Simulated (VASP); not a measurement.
# H4O in VASP: notebook

The runs below take H4O through single point, with r2SCAN.

All numbers are computed with VASP 6.6.1; they aren't measurements. Logs are shortened: lines on timing, memory, paths and dates and some standing lists are left out, and cuts for length are marked.

## (1) The cell of the first run

The cell holds a disordered packing, 15 atoms: a = 4.053 Å, b = 4.053 Å, c = 4.053 Å, α = 90.00°, β = 90.00°, γ = 90.00°.

## (2) Single point, r2SCAN

Contents of POSCAR:

```
H4O
1.0
    4.0534290000      0.0000000000      0.0000000000
    0.0000000000      4.0534290000      0.0000000000
    0.0000000000      0.0000000000      4.0534290000
H O
12 3
Direct
    0.7511664815      1.0795304420      0.4323006521
    0.9134488355      1.1583032539      0.4233206009
    0.6497461779      0.6773524342      0.2201346070
    0.4387889858      0.6919326822      0.1773560114
    0.1493550276      1.1042995942      0.8366249908
    0.1309508567      1.0227390192      0.9932824776
    0.2612602811      0.2284238851      0.6409881609
    0.2011630153      0.3115633702      0.2804785775
    0.1868294720      0.6308979385      0.0875801698
    0.1255973646      0.7670049235      0.4372100757
    0.7359694718      0.4991822973      0.5939662444
    0.7511171406      0.4254669318      0.9618029574
    0.3320398606      0.1364770420      0.4153767094
    0.0233135945      0.6132585522      0.2692288430
    0.8929723451      0.4789031706      0.7714456082
```

Contents of INCAR.step1:

```
PREC = Accurate
ENCUT = 520
ISMEAR = -1
SIGMA = 0.02
LREAL = Auto
LASPH = T
NELM = 80
NBANDS = 28
GGA = PE
ALGO = Normal
EDIFF = 1E-4
LWAVE = T
LCHARG = F
```

Contents of INCAR.step2:

```
PREC = Accurate
ENCUT = 520
EDIFF = 1E-6
ISMEAR = -1
SIGMA = 0.02
LREAL = Auto
LASPH = T
NELM = 80
ALGO = Normal
ISIF = 2
LWAVE = F
LCHARG = F
METAGGA = R2SCAN
LMIXTAU = T
NBANDS = 28
ISTART = 1
```

Contents of KPOINTS:

```
Automatic mesh
0
Gamma
  1 1 1
```

Potentials or basis: VASP PAW PBE potentials, release 64 (H, O).

Launch:

```bash
> cat potpaw_PBE.64/H/POTCAR potpaw_PBE.64/O/POTCAR > POTCAR
> cp INCAR.step1 INCAR
> mpirun -np 1 vasp_gam > vasp.out
> cp INCAR.step2 INCAR
> mpirun -np 1 vasp_gam > vasp.out
```

OUTCAR:

```text
PREC = Accurate
   ENCUT = 520
   EDIFF = 1E-6
   ISMEAR = -1
   LREAL = Auto
   LASPH = T
   NELM = 80
   ISIF = 2
   METAGGA = R2SCAN
   ISTART = 1

 ion  position               nearest neighbor table
   1  0.751  0.080  0.432-   2 0.73
   2  0.913  0.158  0.423-   1 0.73
   3  0.650  0.677  0.220-   4 0.87
   4  0.439  0.692  0.177-   3 0.87
   5  0.149  0.104  0.837-   6 0.72
   6  0.131  0.023  0.993-   5 0.72
   7  0.261  0.228  0.641-  13 1.03
   8  0.201  0.312  0.280-  13 1.04  14 1.42
   9  0.187  0.631  0.088-  14 0.99
  10  0.126  0.767  0.437-  14 1.01
  11  0.736  0.499  0.594-  15 0.96
  12  0.751  0.425  0.962-  15 0.99
  13  0.332  0.136  0.415-   7 1.03   8 1.04
  14  0.023  0.613  0.269-   9 0.99  10 1.01   8 1.42
  15  0.893  0.479  0.771-  11 0.96  12 0.99

  LATTYP: Found a simple cubic cell.
 ALAT       =     4.0534290000

  Lattice vectors:

 A1 = (   4.0534290000,   0.0000000000,   0.0000000000)
 A2 = (   0.0000000000,   4.0534290000,   0.0000000000)
 A3 = (   0.0000000000,   0.0000000000,   4.0534290000)

Analysis of symmetry for initial positions (statically):
=====================================================================
 Subroutine PRICEL returns:
 Original cell was already a primitive cell.

 Routine SETGRP: Setting up the symmetry group for a
 simple cubic supercell.

 Subroutine GETGRP returns: Found  1 space group operations
 (whereof  1 operations were pure point group operations)
 out of a pool of 48 trial point group operations.

The static configuration has the point symmetry C_1 .

Analysis of symmetry for dynamics (positions and initial velocities):
=====================================================================
 Subroutine PRICEL returns:
 Original cell was already a primitive cell.

 Routine SETGRP: Setting up the symmetry group for a
 simple cubic supercell.

 Subroutine GETGRP returns: Found  1 space group operations
 (whereof  1 operations were pure point group operations)
 out of a pool of 48 trial point group operations.

The dynamic configuration has the point symmetry C_1 .

 Subroutine INISYM returns: Found  1 space group operations
[... 109 lines left out ...]
   PSTRESS=    0.0 pullay stress
   NELECT =      30.0000    total number of electrons
   NUPDOWN=      -1.0000    fix difference up-down
   EMIN   =  10.00;   EMAX   =-10.00  energy-range for DOS
   EFERMI =   0.00;   METHOD = LEGACY
   ISMEAR =    -1;   SIGMA  =   0.02  broadening in eV -4-tet -1-fermi 0-gaus
   EFERMI_NEDOS =   21; number of points for ismear=-14 and -15
   IALGO  =     38    algorithm
   IMIX   =      4    mixing-type and parameters
     AMIX     =   0.40;   BMIX     =  1.00
     AMIX_MAG =   1.60;   BMIX_MAG =  1.00
  volume/ion in A,a.u.               =       4.44        29.96
  Fermi-wavevector in a.u.,A,eV,Ry     =   1.254949  2.371509 21.427768  1.574897
  Thomas-Fermi vector in A             =   2.388729
   LORBIT       =      0    0 simple, 1 ext, 2 COOP (PROOUT), +10 PAW based schemes
   METAGGA = R2SCAN    functional components
   LHFCALC =     F    Hartree Fock is set to
   AEXX    =    0.0000 exact exchange contribution
   IVDW    =     0    specifies the selected vdW correction
   LEPSILON=     F    determine dielectric tensor
   LRPA    =     F    only Hartree local field effects (RPA)
 non-spin polarized calculation
  energy-cutoff  :      520.00
  volume of cell :       66.60
 maximum number of plane-waves:       896
 NGX is ok and might be reduce to    30
   NGX = 15   NGY = 15   NGZ = 15

 number of electron      29.9999997 magnetization

 Free energy of the ion-electron system (eV)
  ---------------------------------------------------
  ext. energy  EPLUGINS =         0.00000000
  ---------------------------------------------------
  free energy    TOTEN  =       -63.96301287 eV

  energy without entropy =      -63.96301287  energy(sigma->0) =      -63.96301287

 E-fermi :  -0.4153     XC(G=0): -10.3429

 val. band max:       -1.0198003315   @ k =   0.0000   0.0000   0.0000
 cond. band min:       7.2204772902   @ k =   0.0000   0.0000   0.0000
 fundamental gap:      8.2402776218
 Fermi energy:        -0.4152670620

 k-point     1 :       0.0000    0.0000    0.0000
  band No.  band energies     occupation
      1     -23.2771      2.00000
      2     -20.5460      2.00000
      3     -20.2925      2.00000
      4     -10.3615      2.00000
      5      -8.2975      2.00000
      6      -7.5533      2.00000
[... 19 lines left out ...]
     26      15.9468      0.00000
     27      16.8422      0.00000
 [bands above 27 left out]

------------------------ aborting loop because EDIFF is reached ----------------------------------------

  FORCE on cell =-STRESS in cart. coord.  units (eV):
  Direction    XX          YY          ZZ          XY          YZ          ZX
  --------------------------------------------------------------------------------------
  -------------------------------------------------------------------------------------
  Total        7.5636197     15.4617086     13.2749860     -0.3138713     -1.3779132     -1.0005578
  in kB      181.9585867    371.9635249    319.3573710     -7.5508274    -33.1485640    -24.0704971
  external PRESSURE =     291.0931609 kB  Pullay stress =       0.0000000 kB

 VOLUME and BASIS-vectors are now :
 -----------------------------------------------------------------------------
  energy-cutoff  :      520.00
  volume of cell :       66.60
      direct lattice vectors                 reciprocal lattice vectors
     4.053429000  0.000000000  0.000000000     0.246704704  0.000000000  0.000000000
     0.000000000  4.053429000  0.000000000     0.000000000  0.246704704  0.000000000
     0.000000000  0.000000000  4.053429000     0.000000000  0.000000000  0.246704704

 POSITION                                       TOTAL-FORCE (eV/Angst)
 -----------------------------------------------------------------------------------
      3.04480      0.32237      1.75230        -1.156135      0.059749     -0.215584
      3.70260      0.64167      1.71590         0.297310     -1.043523     -0.339718
      2.63370      2.74560      0.89230        -1.260859     -0.357572     -0.273742
      1.77860      2.80470      0.71890         3.240340     -0.556355      0.940502
      0.60540      0.42277      3.39120         0.157383     -0.316696      0.671496
      0.53080      0.09217      4.02620         0.573126     -0.101023      1.168875
      1.05900      0.92590      2.59820         0.910801     -0.350843     -1.387454
      0.81540      1.26290      1.13690         0.503651     -1.415239      1.026736
      0.75730      2.55730      0.35500        -0.996514      0.619590     -0.436858
      0.50910      3.10900      1.77220        -0.636595     -0.099592     -0.500182
      2.98320      2.02340      2.40760         0.288511     -0.383732      0.402816
      3.04460      1.72460      3.89860         0.571484      0.090545     -0.677918
      1.34590      0.55320      1.68370        -0.108882     -0.273352      0.187931
      0.09450      2.48580      1.09130         0.216467      3.225878     -0.793708
      3.61960      1.94120      3.12700        -2.600088      0.902165      0.226808
 -----------------------------------------------------------------------------------
    total drift:                               -0.004312      0.004919      0.006214

  FREE ENERGIE OF THE ION-ELECTRON SYSTEM (eV)
  ---------------------------------------------------
  free  energy   TOTEN  =       -63.9630128717 eV

  energy  without entropy=      -63.9630128717  energy(sigma->0) =      -63.96301287
```

OUTCAR.step1:

```text
PREC = Accurate
   ENCUT = 520
   ISMEAR = -1
   LREAL = Auto
   LASPH = T
   NELM = 80
[... 275 lines left out ...]
      3.04460      1.72460      3.89860         0.322279      0.042491     -0.358774
      1.34590      0.55320      1.68370         0.270883     -0.698186      0.071494
      0.09450      2.48580      1.09130        -0.210465      2.878604     -0.737636
      3.61960      1.94120      3.12700        -1.971664      0.900352      0.228936
 -----------------------------------------------------------------------------------
    total drift:                               -0.000445      0.005053      0.006133

  FREE ENERGIE OF THE ION-ELECTRON SYSTEM (eV)
  ---------------------------------------------------
  free  energy   TOTEN  =       -59.5936644858 eV

  energy  without entropy=      -59.5936644858  energy(sigma->0) =      -59.59366449
```

It took 34 s on 1 thread of Intel Xeon Platinum 8259CL at 2.50GHz (Skylake/Cascade Lake), shared host; peak memory 0.16 GiB.

What came out:

| Quantity | Value |
| --- | --- |
| Free energy | -63.9630 eV |
| Pressure | 29.1 GPa |
| Largest force | 3.420 eV/Å |

Forces on the atoms (eV/Å):
```
H   -1.156  0.060 -0.216
H    0.297 -1.044 -0.340
H   -1.261 -0.358 -0.274
H    3.240 -0.556  0.941
H    0.157 -0.317  0.671
H    0.573 -0.101  1.169
H    0.911 -0.351 -1.387
H    0.504 -1.415  1.027
H   -0.997  0.620 -0.437
H   -0.637 -0.100 -0.500
H    0.289 -0.384  0.403
H    0.571  0.091 -0.678
O   -0.109 -0.273  0.188
O    0.216  3.226 -0.794
O   -2.600  0.902  0.227
```

Caveat: the k points lie up to 1.55 Å⁻¹ apart, too coarse for converged energies, forces and pressures; the atoms stand as in a frame of molecular dynamics; the PAW data sets were made with another functional, which shifts forces and pressure a little.

## (3) Single point, r2SCAN

This run uses another cell than the first one, of 5.05 Å³/atom.

Contents of POSCAR:

```
H4O
1.0
    4.2320050000      0.0000000000      0.0000000000
    0.0000000000      4.2320050000      0.0000000000
    0.0000000000      0.0000000000      4.2320050000
H O
12 3
Direct
    0.8637749719      1.1253294833      0.2918474813
    1.0313787436      1.2384673459      0.3232274064
    0.8225651907      0.6411145544      0.4362707511
    0.5504246805      0.3990070900      0.2991489849
    0.5909492073      1.1841904724      0.9531652255
    0.5465494488      1.0185243165      1.1228483898
    0.6102781069      0.1289459724      0.7556701847
    0.2083409637      0.0175566900      0.3146026529
    0.0149574492      0.6274803551      0.1057182116
    0.5001175566      0.5594275054      0.3492907026
    0.5524095553      0.4771497198      0.5881845603
    0.5294653480      0.7878771410      0.8085529200
    0.5709114238      0.0484876554      0.3963605903
    0.0236294617      0.6115304684      0.3360818336
    0.5851836186      0.5152404121      0.8484867102
```

Contents of INCAR.step1:

```
SYSTEM = H4O
PREC = Accurate ; ENCUT = 520
ISMEAR = -1 ; SIGMA = 0.02
LREAL = Auto ; LASPH = .True.
NELM = 80 ; NBANDS = 28
GGA = PE ; ALGO = Normal
EDIFF = 1E-4 ; LWAVE = .True.
LCHARG = .False.
```

Contents of INCAR.step2:

```
SYSTEM = H4O
PREC = Accurate ; ENCUT = 520
EDIFF = 1E-6 ; ISMEAR = -1
SIGMA = 0.02 ; LREAL = Auto
LASPH = .True. ; NELM = 80
ALGO = Normal ; ISIF = 2
LWAVE = .False. ; LCHARG = .True.
METAGGA = R2SCAN ; LMIXTAU = .True.
LELF = .True. ; LVHAR = .True.
NBANDS = 28 ; ISTART = 1
```

Contents of KPOINTS:

```
Automatic mesh
0
Gamma
  1 1 1
  0 0 0
```

Potentials or basis: VASP PAW PBE potentials, release 64 (H, O).

Launch:

```bash
> cat potpaw_PBE.64/H/POTCAR potpaw_PBE.64/O/POTCAR > POTCAR
> cp INCAR.step1 INCAR
> mpirun -np 1 vasp_gam > vasp.out
> cp INCAR.step2 INCAR
> mpirun -np 1 vasp_gam > vasp.out
```

Wall time 36 s (1 thread of Intel Xeon Platinum 8259CL at 2.50GHz (Skylake/Cascade Lake), shared host); peak memory 0.17 GiB.

It converged, with:

```
Free energy   : -66.5988 eV
Pressure      : 0.2 GPa
Largest force : 4.048 eV/Å
```

Forces in eV/Å, atoms in the order of the input:
```
H    0.478 -1.964  1.512
H    1.947 -0.681  0.141
H   -1.078  0.685 -0.573
H    0.317 -1.119 -0.325
H   -0.317 -0.723 -1.122
H    0.357 -0.148  1.167
H   -0.610 -2.511 -0.517
H   -1.151  1.082  1.275
H   -0.771  0.030  0.944
H   -0.868  3.310 -0.147
H   -0.187  0.417  1.829
H    1.090 -1.329  1.338
O   -1.828 -0.588 -3.564
O    3.800 -0.009 -0.958
O   -1.179  3.549 -1.002
```

Stress tensor (GPa, compression positive):
```
  7.30   0.99  -2.71
  0.99   4.12   2.04
 -2.71   2.04 -10.74
```

Levels at points of the mesh, in eV from the Fermi level:
```csv
k point,band 13,band 14,band 15,band 16,band 17,band 18
"(0.00, 0.00, 0.00)",-1.84,-1.07,-0.53,7.59,8.80,10.40
```

Caveat: the k points lie up to 1.48 Å⁻¹ apart, too coarse for converged energies, forces and pressures; the atoms stand as in a frame of molecular dynamics; the PAW data sets were made with another functional, which shifts forces and pressure a little.

(Part 1 of 2 ends here.)
